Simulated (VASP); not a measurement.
A run of VASP 6.6.1 is set up as follows.

File INCAR:

```
PREC = Accurate
ENCUT = 520
EDIFF = 1E-7
ISMEAR = 0
SIGMA = 0.03
LREAL = False
LASPH = True
NELM = 60
ALGO = Normal
ISIF = 2
LWAVE = False
LCHARG = False
GGA = PE
NBANDS = 16
```

The input KPOINTS:

```
Automatic mesh
0
Gamma
  7 7 7
```

Contents of POSCAR:

```
CdTe
1.0
    0.0000000000      3.2050000000      3.2050000000
    3.2050000000      0.0000000000      3.2050000000
    3.2050000000      3.2050000000      0.0000000000
Te Cd
1 1
Direct
    0.7500000000      0.7500000000      0.7500000000
    0.0000000000      0.0000000000      0.0000000000
```

Potentials or basis: VASP PAW PBE potentials, release 64 (Te, Cd).

Command:

```sh
$ cat potpaw_PBE.64/Te/POTCAR potpaw_PBE.64/Cd/POTCAR > POTCAR
$ mpirun -np 1 vasp_std > vasp.out
```

Problem. What does it give for the band gap on the k mesh?

Solution. 0.87 eV, direct.

Problem. Estimate the pressure.

Solution. 4.4 GPa.

Caveat: spin-orbit coupling is left out, which moves the levels of the heavy elements.
